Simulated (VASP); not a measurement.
Crystal: Y.

```
Y
1.0
     0.00000    2.54500    2.54500
     2.54500    0.00000    2.54500
     2.54500    2.54500    0.00000
Y
1
Cartesian
  0.0000 0.0000 0.0000
```

This isn't the form of Y at room conditions, which is hcp.

| Quantity | Value |
| --- | --- |
| Program | VASP 6.6.1 |
| Task | relaxation of volume and atoms at fixed shape |
| Functional | PBEsol |
| Potentials or basis | VASP PAW PBE potentials, release 64 (Y_sv) |
| Cutoff | 500 eV |
| k mesh | 8 × 8 × 8 |
| Occupations | fermi-dirac, width 0.1 eV |
| Spin | no spin polarisation |

At the start: pressure -2.5 GPa; volume 32.97 Å³/atom.

Where does the relaxation end?

Over 3 steps the energy falls by 18.0 meV/atom and the volume is 30.80 Å³/atom (-6.6 %); space group Fm-3m (No. 225, to 0.1 Å) before and after.

Step by step:
```csv
step,energy change (eV),largest force (eV/Å),pressure (GPa),volume (Å³)
1,0.0000,0.0000,-2.52,32.97
2,-0.0177,0.0000,0.34,30.55
3,-0.0180,0.0000,0.00,30.80
```

Final structure:
```yaml
crystal:
  lattice:
    - [0.00000, 2.48784, 2.48784]
    - [2.48784, 0.00000, 2.48784]
    - [2.48784, 2.48784, 0.00000]
  atoms:
    - { symbol: Y, position: [0.00000, 0.00000, 0.00000] }
```

Caveat: the PAW data sets were made with another functional, which shifts forces and pressure a little.
